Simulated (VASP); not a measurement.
Runs of VASP 6.6.1 on Si. The structure is that of space group Fm-3m (No. 225), or close to it. The cells are those of the table. 

| cell | k mesh | cutoff (eV) | gap on the mesh (eV) | pressure (GPa) |
| --- | --- | --- | --- | --- |
| a = 2.620 Å, angles 60.0°, 1 atom | 20 × 20 × 20 | 520 | none | 13.8 |
| a = 2.659 Å, angles 60.0°, 1 atom | 20 × 20 × 20 | 520 | none | (b) |
| a = 2.538 Å, angles 60.0°, 1 atom | 22 × 22 × 22 | 520 | none | 30.1 |
| a = 2.697 Å, angles 60.0°, 1 atom | 20 × 20 × 20 | 520 | none | 3.6 |
| a = 2.451 Å, angles 60.0°, 1 atom | 22 × 22 × 22 | 520 | none | 54.9 |
| a = 2.702 Å, angles 60.0°, 1 atom | 20 × 20 × 20 | 500 | none | 3.1 |
| a = 2.580 Å, angles 60.0°, 1 atom | 20 × 20 × 20 | 520 | none | 21.1 |
| a = 2.495 Å, angles 60.0°, 1 atom | 22 × 22 × 22 | 520 | none | (a) |
| a = 2.770 Å, angles 60.0°, 1 atom | 20 × 20 × 20 | 520 | none | -3.1 |
| a = 2.734 Å, angles 60.0°, 1 atom | 20 × 20 × 20 | 520 | none | (c) |
| a = 2.405 Å, angles 60.0°, 1 atom | 22 × 22 × 22 | 520 | none | (d) |
| a = 2.356 Å, angles 60.0°, 1 atom | 22 × 22 × 22 | 520 | none | 97.5 |

Alike in all rows: task single point; level PBE; potentials or basis VASP PAW PBE potentials, release 64 (Si); no spin polarisation; smearing gaussian 0.05 eV.

Q: Fill in the values left out.

A: (a) 41.2; (b) 8.1; (c) -0.1; (d) 73.0.

A gap of «none» marks levels without a gap at the run's occupations.
